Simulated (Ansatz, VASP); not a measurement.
## One calculation of MgGaC4N4, two programs

Contents of INCAR:

```
PREC = Accurate
ENCUT = 520
EDIFF = 1E-6
ISMEAR = 0
SIGMA = 0.1
LREAL = F
LASPH = T
NELM = 150
ALGO = Normal
ISIF = 2
LWAVE = F
LCHARG = F
ISPIN = 2
MAGMOM = 0 0 1 1 1 1 1 1 1 1
LORBIT = 11
GGA = PE
NBANDS = 40
```

Contents of KPOINTS:

```
regular mesh
0
Gamma
  4 4 4
```

Contents of POSCAR:

```
MgGaC4N4
1.0
    5.9293872600      0.0000000000      0.0000000000
    0.0000000000      5.9293872600      0.0000000000
    0.0000000000      0.0000000000      5.9293872600
Mg Ga C N
1 1 4 4
Direct
    0.0000000000      0.0000000000      0.0000000000
    0.5000000000      0.5000000000      0.5000000000
    0.1927945500      0.1927945500      0.1927945500
    0.1927945500      0.8072054500      0.8072054500
    0.8072054500      0.1927945500      0.8072054500
    0.8072054500      0.8072054500      0.1927945500
    0.3067186000      0.3067186000      0.3067186000
    0.3067186000      0.6932814000      0.6932814000
    0.6932814000      0.3067186000      0.6932814000
    0.6932814000      0.6932814000      0.3067186000
```

Input for Ansatz:

```yaml
crystal:
  lattice:
    - [5.92938726, 0.0, 0.0]
    - [0.0, 5.92938726, 0.0]
    - [0.0, 0.0, 5.92938726]
  atoms:
    - { symbol: Mg, position: [0.0, 0.0, 0.0] }
    - { symbol: Ga, position: [0.5, 0.5, 0.5] }
    - { symbol: C, position: [0.19279455, 0.19279455, 0.19279455], spin: 1.0 }
    - { symbol: C, position: [0.19279455, 0.80720545, 0.80720545], spin: 1.0 }
    - { symbol: C, position: [0.80720545, 0.19279455, 0.80720545], spin: 1.0 }
    - { symbol: C, position: [0.80720545, 0.80720545, 0.19279455], spin: 1.0 }
    - { symbol: "N", position: [0.3067186, 0.3067186, 0.3067186], spin: 1.0 }
    - { symbol: "N", position: [0.3067186, 0.6932814, 0.6932814], spin: 1.0 }
    - { symbol: "N", position: [0.6932814, 0.3067186, 0.6932814], spin: 1.0 }
    - { symbol: "N", position: [0.6932814, 0.6932814, 0.3067186], spin: 1.0 }
basis:
  ecutwfc: 420
kpoints:
  mp_grid: { grid: [4, 4, 4] }
hamiltonian:
  xc: pbe
scf:
  occupations: { method: gaussian, width: 0.1 }
  lower_state_search: "off"
output:
  forces: true
  stress: true
  eigenvalues: true
  populations: true
magnetization:
  spin_polarized: true
```

Alike in both runs: task single point; functional PBE; k mesh 4 × 4 × 4; occupations gaussian, width 0.1 eV; collinear spin.

|  | VASP | Ansatz |
| --- | --- | --- |
| version | VASP 6.6.1 | Ansatz 0.2.0 |
| potentials or method | VASP PAW PBE potentials, release 64 (Mg, Ga_d, C, N), cutoff 520 eV | scalar-relativistic, plane waves, PAW |
| valence electrons in the cell | 51 | 59 |

|  | VASP | Ansatz | Ansatz less VASP |
| --- | --- | --- | --- |
| gap on the k mesh at the Fermi level (eV) | none | none | - |
| pressure (GPa) | 2.9 | 2.5 | -0.38 |
| rms of the force components (eV/Å) | 1.028 | 0.954 | -0.0736 |
| net moment per atom (μB) | 0.03 | 0.03 | -0.004 |

Atom by atom the forces differ by 0.190 eV/Å (rms over components). A gap of «none» marks a metal or a gap that the smearing closes. The functional is the same, so the differences come from potentials, cutoffs and numerics. VASP's potentials hold 51 valence electrons a cell and Ansatz's 59, so a difference there can come from the potentials and not from the codes. Ansatz's warnings: seeded moment not kept.

Noted on VASP's run: the standard files for N, O and F lose accuracy on very short bonds.
